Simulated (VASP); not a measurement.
# PbO (P6_3/mmc) in VASP: a series of runs

PbO is run at these levels: PBEsol; tasks: single point, relaxation of cell and atoms.

Program: VASP 6.6.1. These are calculated values, not measurements. Logs are shortened: lines on timing, memory, paths and dates and some standing lists are left out, and cuts for length are marked.

### Step 1. The cell of the first run

The structure is hexagonal, space group P6_3/mmc (No. 194). Conventional cell: a = 3.540 Å, b = 3.540 Å, c = 6.432 Å, α = 90.00°, β = 90.00°, γ = 120.00°. Pb (site symmetry -3m) has 6 O at 2.60 Å and 2 Pb at 3.22 Å within 3.4 Å. Within 3.4 Å of O (site symmetry -6m2) lie 6 Pb at 2.60 Å.

### Step 2. Single point, PBEsol

The input, INCAR:

```
SYSTEM = PbO
  ALGO = Normal
  EDIFF = 1E-6
  ENCUT = 520
  GGA = PS
  ISIF = 2
  ISMEAR = -1
  LASPH = .TRUE.
  LCHARG = .FALSE.
  LREAL = .FALSE.
  LWAVE = .FALSE.
  NBANDS = 28
  NELM = 80
  PREC = Accurate
  SIGMA = 0.03
```

The input, KPOINTS:

```
k-points
0
G
  9 9 4
  0 0 0
```

The input, POSCAR:

```
PbO
1.0
    3.5395551382      0.0000000000      0.0000000000
   -1.7697775691      3.0653446678      0.0000000000
    0.0000000000      0.0000000000      6.4323594744
Pb O
2 2
Direct
    0.0000000000      0.0000000000      0.0000000000
    0.0000000000      0.0000000000      0.5000000000
    0.3333333333      0.6666666667      0.2500000000
    0.6666666667      0.3333333333      0.7500000000
```

Potentials or basis: VASP PAW PBE potentials, release 64 (Pb_d, O).

On the command line:

```
cat potpaw_PBE.64/Pb_d/POTCAR potpaw_PBE.64/O/POTCAR > POTCAR
mpirun -np 1 vasp_std > vasp.out
```

OUTCAR:

```text
SYSTEM = PbO
   EDIFF = 1E-6
   ENCUT = 520
   GGA = PS
   ISIF = 2
   ISMEAR = -1
   LASPH = .TRUE.
   LREAL = .FALSE.
   NELM = 80
   PREC = Accurate

 ion  position               nearest neighbor table
   1  0.000  0.000  0.000-   3 2.60   4 2.60   4 2.60   3 2.60   4 2.60   3 2.60   2 3.22   2 3.22

   2  0.000  0.000  0.500-   3 2.60   4 2.60   4 2.60   3 2.60   4 2.60   3 2.60   1 3.22   1 3.22

   3  0.333  0.667  0.250-   1 2.60   2 2.60   1 2.60   2 2.60   1 2.60   2 2.60
   4  0.667  0.333  0.750-   1 2.60   2 2.60   1 2.60   2 2.60   1 2.60   2 2.60

  LATTYP: Found a hexagonal cell.
 ALAT       =     3.5395551382
 C/A-ratio  =     1.8172790713

  Lattice vectors:

 A1 = (   3.5395551382,   0.0000000000,   0.0000000000)
 A2 = (  -1.7697775691,   3.0653446678,   0.0000000000)
 A3 = (   0.0000000000,   0.0000000000,   6.4323594744)

Analysis of symmetry for initial positions (statically):
=====================================================================
 Subroutine PRICEL returns:
 Original cell was already a primitive cell.

 Routine SETGRP: Setting up the symmetry group for a
 hexagonal supercell.

 Subroutine GETGRP returns: Found 24 space group operations
 (whereof 12 operations were pure point group operations)
 out of a pool of 24 trial point group operations.

The static configuration has the point symmetry D_3d.
 The point group associated with its full space group is D_6h.

Analysis of symmetry for dynamics (positions and initial velocities):
=====================================================================
 Subroutine PRICEL returns:
 Original cell was already a primitive cell.

 Routine SETGRP: Setting up the symmetry group for a
 hexagonal supercell.

 Subroutine GETGRP returns: Found 24 space group operations
 (whereof 12 operations were pure point group operations)
 out of a pool of 24 trial point group operations.

The dynamic configuration has the point symmetry D_3d.
 The point group associated with its full space group is D_6h.

 Subroutine INISYM returns: Found 24 space group operations
 (whereof 12 operations are pure point group operations),
 and found     1 'primitive' translations

----------------------------------------------------------------------------------------

                                     Primitive cell

  volume of cell :      69.7908

  direct lattice vectors                    reciprocal lattice vectors
     3.539555138  0.000000000  0.000000000     0.282521379  0.163113794  0.000000000
    -1.769777569  3.065344668  0.000000000     0.000000000  0.326227589  0.000000000
     0.000000000  0.000000000  6.432359474     0.000000000  0.000000000  0.155463948

  length of vectors
     3.539555138  3.539555138  6.432359474     0.326227589  0.326227589  0.155463948

  position of ions in fractional coordinates (direct lattice)
     0.000000000  0.000000000  0.000000000
     0.000000000  0.000000000  0.500000000
     0.333333333  0.666666667  0.250000000
     0.666666667  0.333333333  0.750000000

  ion indices of the primitive-cell ions
   primitive index   ion index
                 1           1
                 2           2
                 3           3
                 4           4

----------------------------------------------------------------------------------------

 KPOINTS: k-points

Automatic generation of k-mesh.
 Grid dimensions read from file:
 generate k-points for:    9    9    4

 Generating k-lattice:

  Cartesian coordinates                     Fractional coordinates (reciprocal lattice)
     0.031391264  0.018123755  0.000000000     0.111111111  0.000000000  0.000000000
     0.000000000  0.036247510  0.000000000     0.000000000  0.111111111  0.000000000
     0.000000000  0.000000000  0.038865987     0.000000000  0.000000000  0.250000000

  Length of vectors
     0.036247510  0.036247510  0.038865987

  Shift w.r.t. Gamma in fractional coordinates (k-lattice)
     0.000000000  0.000000000  0.000000000

 Subroutine IBZKPT returns following result:
 ===========================================

 Found     36 irreducible k-points:

 Following reciprocal coordinates:
            Coordinates               Weight
  0.000000  0.000000  0.000000      1.000000
  0.111111 -0.000000  0.000000      6.000000
  0.222222 -0.000000  0.000000      6.000000
  0.333333 -0.000000  0.000000      6.000000
  0.444444 -0.000000  0.000000      6.000000
  0.111111  0.111111  0.000000      6.000000
[... 16 lines left out ...]
  0.333333  0.222222  0.250000     24.000000
  0.333333  0.333333  0.250000      4.000000
 [... further k-points ...]
   k-points           NKPTS =     36   k-points in BZ     NKDIM =     36   number of bands    NBANDS=     28
   number of dos      NEDOS =    301   number of ions     NIONS =      4
   total plane-waves  NPLWV =  37632
   dimension x,y,z NGX =    28 NGY =   28 NGZ =   48
   dimension x,y,z NGXF=    56 NGYF=   56 NGZF=   96
   ions per type =               2   2
   NGX,Y,Z   is equivalent  to a cutoff of  13.15, 13.15, 12.41 a.u.
   NGXF,Y,Z  is equivalent  to a cutoff of  26.30, 26.30, 24.81 a.u.
 SYSTEM =  PbO
   PREC   = accura    normal or accurate (medium, high low for compatibility)
   ISTART =      0    job   : 0-new  1-cont  2-samecut
   ICHARG =      2    charge: 1-file 2-atom 10-const
   ISPIN  =      1    spin polarized calculation?
   LNONCOLLINEAR =      F non collinear calculations
   LSORBIT =      F    spin-orbit coupling
   LASPH  =      T    aspherical Exc in radial PAW
   ENCUT  =  520.0 eV  38.22 Ry    6.18 a.u.   6.58  6.58 11.96*2*pi/ulx,y,z
   NELM   =     80;   NELMIN=  2; NELMDL= -5     # of ELM steps
   EDIFF  = 0.1E-05   stopping-criterion for ELM
   LREAL  =      F    real-space projection
   EDIFFG = 0.1E-04   stopping-criterion for IOM
   NSW    =      0    number of steps for IOM
   IBRION =     -1    ionic relax: 0-MD 1-quasi-New 2-CG
   NFREE  =      0    steps in history (QN), initial steepest desc. (CG)
   ISIF   =      2    stress and relaxation
   ISYM   =      2    0-nonsym 1-usesym 2-fastsym
   POTIM  = 0.5000    time-step for ionic-motion
   TEBEG  =    0.0;   TEEND  =   0.0 temperature during run
   PSTRESS=    0.0 pullay stress
   NELECT =      40.0000    total number of electrons
   NUPDOWN=      -1.0000    fix difference up-down
   EMIN   =  10.00;   EMAX   =-10.00  energy-range for DOS
   EFERMI =   0.00;   METHOD = LEGACY
   ISMEAR =    -1;   SIGMA  =   0.03  broadening in eV -4-tet -1-fermi 0-gaus
   EFERMI_NEDOS =   21; number of points for ismear=-14 and -15
   IALGO  =     38    algorithm
   IMIX   =      4    mixing-type and parameters
     AMIX     =   0.40;   BMIX     =  1.00
     AMIX_MAG =   1.60;   BMIX_MAG =  1.00
  volume/ion in A,a.u.               =      17.45       117.74
  Fermi-wavevector in a.u.,A,eV,Ry     =   1.359864  2.569770 25.160293  1.849229
  Thomas-Fermi vector in A             =   2.486575
   LORBIT       =      0    0 simple, 1 ext, 2 COOP (PROOUT), +10 PAW based schemes
   GGA     = PS    functional components
   LHFCALC =     F    Hartree Fock is set to
   AEXX    =    0.0000 exact exchange contribution
   IVDW    =     0    specifies the selected vdW correction
   LEPSILON=     F    determine dielectric tensor
   LRPA    =     F    only Hartree local field effects (RPA)
 non-spin polarized calculation
  energy-cutoff  :      520.00
  volume of cell :       69.79
 maximum number of plane-waves:      1908
 NGX is ok and might be reduce to    28
   NGX = 13   NGY = 13   NGZ = 23

 number of electron      40.0000004 magnetization

 Free energy of the ion-electron system (eV)
  ---------------------------------------------------
  ext. energy  EPLUGINS =         0.00000000
  ---------------------------------------------------
  free energy    TOTEN  =       -21.83851862 eV

  energy without entropy =      -21.83750537  energy(sigma->0) =      -21.83801199

 E-fermi :   6.8686     XC(G=0): -10.9719

 val. band max:        6.8277152672   @ k =   0.3333   0.3333   0.0000
 cond. band min:       6.9186623413   @ k =   0.1111  -0.0000   0.0000
 fundamental gap:      0.0909470741
 Fermi energy:         6.8685819003

 k-point     1 :       0.0000    0.0000    0.0000
  band No.  band energies     occupation
      1     -11.1752      2.00000
      2     -10.5199      2.00000
      3     -10.1270      2.00000
      4      -9.8787      2.00000
      5      -9.8787      2.00000
      6      -9.8363      2.00000
[... 20 lines left out ...]
     27      16.2361      0.00000
     28      17.1624      0.00000

 k-point     2 :       0.1111   -0.0000    0.0000
  band No.  band energies     occupation
      1     -11.1065      2.00000
      2     -10.6884      2.00000
      3     -10.1133      2.00000
      4      -9.8592      2.00000
      5      -9.8508      2.00000
      6      -9.8440      2.00000
[... 20 lines left out ...]
     27      16.0176      0.00000
     28      16.7478      0.00000

 k-point     3 :       0.2222   -0.0000    0.0000
  band No.  band energies     occupation
      1     -11.0269      2.00000
      2     -10.8366      2.00000
      3     -10.0856      2.00000
      4      -9.8716      2.00000
      5      -9.8702      2.00000
      6      -9.8060      2.00000
[... 20 lines left out ...]
     27      14.7264      0.00000
     28      17.3260      0.00000

 k-point     4 :       0.3333   -0.0000    0.0000
  band No.  band energies     occupation
      1     -11.1940      2.00000
      2     -10.6229      2.00000
      3     -10.0707      2.00000
      4      -9.9045      2.00000
      5      -9.8872      2.00000
      6      -9.8222      2.00000
[... 578 lines left out ...]
     27      15.7246      0.00000
     28      17.6692      0.00000

 k-point    23 :       0.3333    0.2222    0.2500
  band No.  band energies     occupation
      1     -11.1071      2.00000
      2     -10.8591      2.00000
      3      -9.9748      2.00000
      4      -9.8482      2.00000
      5      -9.8296      2.00000
      6      -9.7814      2.00000
[... 20 lines left out ...]
     27      16.0627      0.00000
     28      17.5767      0.00000

 k-point    24 :       0.3333    0.3333    0.2500
  band No.  band energies     occupation
      1     -10.9961      2.00000
      2     -10.9961      2.00000
      3      -9.9614      2.00000
      4      -9.8066      2.00000
      5      -9.8066      2.00000
      6      -9.7539      2.00000
[... 20 lines left out ...]
     27      17.0663      0.00000
     28      17.0663      0.00000

 [... further k-points ...]
[... 5 lines left out ...]
  --------------------------------------------------------------------------------------
  -------------------------------------------------------------------------------------
  Total       -0.0189309     -0.0189309     -0.0047662      0.0000000      0.0000000      0.0000000
  in kB       -0.4345939     -0.4345939     -0.1094179      0.0000000      0.0000000      0.0000000
  external PRESSURE =      -0.3262019 kB  Pullay stress =       0.0000000 kB

 VOLUME and BASIS-vectors are now :
 -----------------------------------------------------------------------------
  energy-cutoff  :      520.00
  volume of cell :       69.79
      direct lattice vectors                 reciprocal lattice vectors
     3.539555138  0.000000000  0.000000000     0.282521379  0.163113794  0.000000000
    -1.769777569  3.065344668  0.000000000     0.000000000  0.326227589  0.000000000
     0.000000000  0.000000000  6.432359474     0.000000000  0.000000000  0.155463948

 POSITION                                       TOTAL-FORCE (eV/Angst)
 -----------------------------------------------------------------------------------
      0.00000      0.00000      0.00000         0.000000     -0.000000     -0.000000
      0.00000      0.00000      3.21618         0.000000     -0.000000     -0.000000
     -0.00000      2.04356      1.60809        -0.000000      0.000000     -0.000000
      1.76978      1.02178      4.82427         0.000000      0.000000      0.000000
 -----------------------------------------------------------------------------------
    total drift:                                0.000000     -0.000000      0.000000

  FREE ENERGIE OF THE ION-ELECTRON SYSTEM (eV)
  ---------------------------------------------------
  free  energy   TOTEN  =       -21.8385186163 eV

  energy  without entropy=      -21.8375053651  energy(sigma->0) =      -21.83801199
```

It took 40 s on 1 thread of AMD EPYC 9R45 (Zen 5), shared host; peak memory 0.18 GiB.

What came out:

```yaml
Free_energy: -21.8385 eV
Pressure: 0.0 GPa
Band_gap_on_the_k_mesh: zero (band 20 reaches 6.92 eV, above the bottom of band 21 at 6.80 eV)
```

Caveat: the PAW data sets were made with another functional, which shifts forces and pressure a little; spin-orbit coupling is left out, which moves the levels of the heavy elements.

### Step 3. Relaxation of cell and atoms, PBEsol

This run uses another cell than the first one, of 9.99 Å³/atom, 0.573 times its volume.

The input, INCAR:

```
SYSTEM = PbO
PREC = Accurate ; ENCUT = 600
EDIFF = 1E-7 ; ISMEAR = -1
SIGMA = 0.03 ; LREAL = .FALSE.
LASPH = .TRUE. ; NELM = 60
ALGO = Normal ; ISIF = 3
LWAVE = .FALSE. ; LCHARG = .FALSE.
GGA = PS ; IBRION = 2
NSW = 100 ; EDIFFG = -0.01
```

The input, KPOINTS:

```
regular mesh
0
G
  9 9 4
  0 0 0
```

The input, POSCAR:

```
PbO
1.0
    3.0477248700      0.0000000000      0.0000000000
   -1.5238624350      2.6394071612      0.0000000000
    0.0000000000      0.0000000000      4.9677915381
Pb O
2 2
Direct
    0.0000000000      0.0000000000      0.0000000000
    0.0000000000      0.0000000000      0.5000000000
    0.3333333333      0.6666666667      0.2500000000
    0.6666666667      0.3333333333      0.7500000000
```

Potentials or basis: VASP PAW PBE potentials, release 64 (Pb_d, O).

On the command line:

```
cat potpaw_PBE.64/Pb_d/POTCAR potpaw_PBE.64/O/POTCAR > POTCAR
mpirun -np 1 vasp_std > vasp.out
```

Run time: 3.2 min. Hardware: 1 thread of AMD EPYC 9R45 (Zen 5), shared host; peak memory 0.16 GiB.

The run converged. Its results:

```yaml
Free_energy: -21.6832 eV
Relaxed_volume: 17.13 Å³/atom
Relaxed_cell: a = 3.535 Å, b = 3.535 Å, c = 6.330 Å, α = 90.00°, β = 90.00°, γ = 120.00°
Space_group_after_relaxing_to_0.05_Å: P6_3/mmc (No. 194)
Energy_gained_by_relaxing: 2997.8 meV/atom
Ionic_steps: 10
Pressure_after_relaxing: 0.0 GPa
Band_gap_on_the_k_mesh: zero (band 20 reaches 7.22 eV, above the bottom of band 21 at 7.04 eV)
```

Stress tensor (GPa, compression positive):
```
-0.07  0.00  0.00
 0.00 -0.07  0.00
 0.00  0.00  0.09
```

The path:
```csv
step,energy change (eV),largest force (eV/Å),pressure (GPa),volume (Å³)
1,0.0000,0.0000,207.93,39.96
2,6.2495,0.0000,-39.30,170.62
3,-11.3467,0.0000,-15.01,80.94
4,-11.8118,0.0000,-8.49,74.72
5,-11.9663,0.0000,0.08,68.97
6,-11.9652,0.0000,-1.13,69.66
7,-11.9845,0.0000,-1.09,69.36
8,-11.9893,0.0000,-1.09,69.12
9,-11.9896,0.0000,1.02,67.95
10,-11.9914,0.0000,-0.01,68.51
```

Final structure:
```cif
data_structure
_symmetry_space_group_name_H-M 'P 1'
_symmetry_Int_Tables_number 1
_cell_length_a 3.5352
_cell_length_b 3.5352
_cell_length_c 6.3301
_cell_angle_alpha 90.000
_cell_angle_beta 90.000
_cell_angle_gamma 120.000
_cell_volume 68.51
loop_
_atom_site_label
_atom_site_type_symbol
_atom_site_fract_x
_atom_site_fract_y
_atom_site_fract_z
_atom_site_occupancy
Pb1 Pb 0.00000 0.00000 0.00000 1
Pb2 Pb 0.00000 0.00000 0.50000 1
O1 O 0.33333 0.66667 0.25000 1
O2 O 0.66667 0.33333 0.75000 1
```

Levels at points of the mesh, in eV from the Fermi level:
```
           k point  band 18  band 19  band 20  band 21  band 22  band 23
(0.00, 0.00, 0.00)    -2.26    -2.26    -0.58     0.35     6.05     6.05
(0.00, 0.00, 0.50)    -2.49    -2.19    -2.19     3.40     3.40     6.74
```

Caveat: the volume moved by over 15 % at a fixed basis, so the end points are rough; the PAW data sets were made with another functional, which shifts forces and pressure a little; spin-orbit coupling is left out, which moves the levels of the heavy elements.

(Part 1 of 2 ends here.)
